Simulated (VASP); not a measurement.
BaS: relaxation of cell and atoms with LDA

Crystal: BaS.

```
Ba S
1.0
     0.00000    3.19375    3.19375
     3.19375    0.00000    3.19375
     3.19375    3.19375    0.00000
Ba S
1 1
Direct
  0.00000 0.00000 0.00000
  0.50000 0.50000 0.50000
```

- Program: VASP 6.6.1
- Task: relaxation of cell and atoms
- Functional: LDA
- Potentials or basis: VASP PAW LDA potentials, release 64 (Ba_sv, S)
- Cutoff: 600 eV
- k mesh: 7 × 7 × 7
- Occupations: fermi-dirac, width 0.05 eV
- Spin: no spin polarisation
- Dipole correction: no
- Further INCAR settings: ALGO = Normal; EDIFF = 1e-07; IBRION = 2; EDIFFG = -0.02; NSW = 80; ISIF = 3

```yaml
Relaxed_volume: 31.31 Å³/atom
Relaxed_cell: a = 4.457 Å, b = 4.457 Å, c = 4.457 Å, α = 60.00°, β = 60.00°, γ = 60.00°
Space_group_after_relaxing_to_0.1_Å: Fm-3m (No. 225)
Energy_gained_by_relaxing: 7.5 meV/atom
Ionic_steps: 3
Pressure_after_relaxing: 0.0 GPa
Band_gap_on_the_k_mesh: 1.89 eV (least direct gap 2.02 eV)
```

Step by step:
```
step  energy change (eV)  largest force (eV/Å)  pressure (GPa)  volume (Å³)
   1              0.0000                0.0000           -1.83        65.15
   2             -0.0129                0.0000            0.76        61.70
   3             -0.0150                0.0000            0.00        62.61
```

Final structure:
```yaml
crystal:
  lattice:
    - [0.00000, 3.15168, 3.15168]
    - [3.15168, 0.00000, 3.15168]
    - [3.15168, 3.15168, 0.00000]
  atoms:
    - { symbol: Ba, position: [0.00000, 0.00000, 0.00000] }
    - { symbol: S, position: [0.50000, 0.50000, 0.50000] }
```

Levels at points of the mesh, in eV from the valence-band top:
```tsv
k point	band 6	band 7	band 8	band 9	band 10	band 11
(0.00, 0.00, 0.00)	0.00	0.00	0.00	3.51	3.70	3.70
```

Run time: 27 s on 1 thread of Intel(R) Xeon(R) Platinum 8488C (Sapphire Rapids) (shared host), peak memory 0.18 GiB.

Caveat: spin-orbit coupling is left out, which moves the levels of the heavy elements; an odd mesh through Γ misses points on the zone boundary, where band edges can lie. Zero-point motion and thermal expansion aren't in these numbers.
